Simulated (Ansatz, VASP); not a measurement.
## ZnCu in VASP and in Ansatz

```
Zn Cu
1.0
     3.02727   -0.19312   -0.19312
    -0.19312    3.02727   -0.19312
    -0.19312   -0.19312    3.02727
Zn Cu
1 1
Cartesian
  1.3205 1.3205 1.3205
  0.0000 0.0000 0.0000
```

Alike in both runs: task single point; functional PBE; k mesh 16 × 16 × 16; occupations gaussian, width 0.15 eV; no spin polarisation.

|  | VASP | Ansatz |
| --- | --- | --- |
| version | VASP 6.6.1 | Ansatz 0.2.0 |
| potentials or method | VASP PAW PBE potentials, release 64 (Zn, Cu), cutoff 520 eV | scalar-relativistic, plane waves, PAW |
| valence electrons in the cell | 23 | 31 |

VASP gave:

```
gap on the k mesh at the Fermi level (eV)                     : none
pressure (GPa)                                                : 2.6
traceless stress, the component that is largest in VASP (GPa) : 14.92
```

Task: Which values does Ansatz return?

Result: gap on the k mesh at the Fermi level (eV): none; pressure (GPa): 2.1; traceless stress, the component that is largest in VASP (GPa): 14.75.

A gap of «none» marks a metal or a gap that the smearing closes. VASP's potentials hold 23 valence electrons a cell and Ansatz's 31, so a difference there can come from the potentials and not from the codes.
